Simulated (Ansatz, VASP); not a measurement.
## Two plane-wave programs on InSb

INCAR

```
ALGO = Normal
EDIFF = 1E-6
ENCUT = 500
GGA = PS
GGA_COMPAT = F
ISIF = 2
ISMEAR = 0
LASPH = T
LCHARG = F
LREAL = F
LWAVE = F
NBANDS = 16
NELM = 120
PREC = Accurate
SIGMA = 0.15
```

The input KPOINTS:

```
k-points
0
Gamma
  14 14 8
```

The input POSCAR:

```
InSb
1.0
    3.0969124692      0.0000000000      0.0000000000
    0.0000000000      3.0361886953      0.0000000000
    0.0000000000      0.0000000000      6.0963559048
In Sb
1 1
Direct
    0.0000000000      0.0000000000      0.0000000000
    0.0000000000      0.0000000000      0.5000000000
```

Input for Ansatz:

```yaml
crystal:
  lattice:
    - [3.0969124692, 0.0, 0.0]
    - [0.0, 3.0361886953, 0.0]
    - [0.0, 0.0, 6.0963559048]
  atoms:
    - { symbol: In, position: [0.0, 0.0, 0.0] }
    - { symbol: Sb, position: [0.0, 0.0, 0.5] }
basis:
  ecutwfc: 420
kpoints:
  mp_grid: { grid: [14, 14, 8] }
hamiltonian:
  xc: pbesol
  pseudopotentials: { kind: paw, azcp: { folder: soft_1 } }
scf:
  occupations: { method: gaussian, width: 0.15 }
output:
  forces: true
  stress: true
  eigenvalues: true
```

Change from the starting cell: normal strain along x +0.0200, normal strain along z +0.0000.

Alike in both runs: task single point; functional PBEsol; k mesh 14 × 14 × 8; occupations gaussian, width 0.15 eV; no spin polarisation.

```csv
,VASP,Ansatz
version,VASP 6.6.1,Ansatz 0.2.0
potentials or method,"VASP PAW PBE potentials, release 64 (In_d, Sb), cutoff 500 eV","scalar-relativistic, plane waves, PAW"
valence electrons in the cell,18,28
```

```csv
,VASP,Ansatz,Ansatz less VASP
gap on the k mesh at the Fermi level (eV),none,none,-
pressure (GPa),-1.0,-1.0,-0.03
"traceless stress, the component that is largest in VASP (GPa)",-0.82,-0.83,-0.008
```

VASP's potentials were made for PBE, not for PBEsol, and Ansatz warns of the same on its side. A gap of «none» marks a metal or a gap that the smearing closes. VASP's potentials hold 18 valence electrons a cell and Ansatz's 28, so a difference there can come from the potentials and not from the codes.

Neither program's run includes spin-orbit coupling.
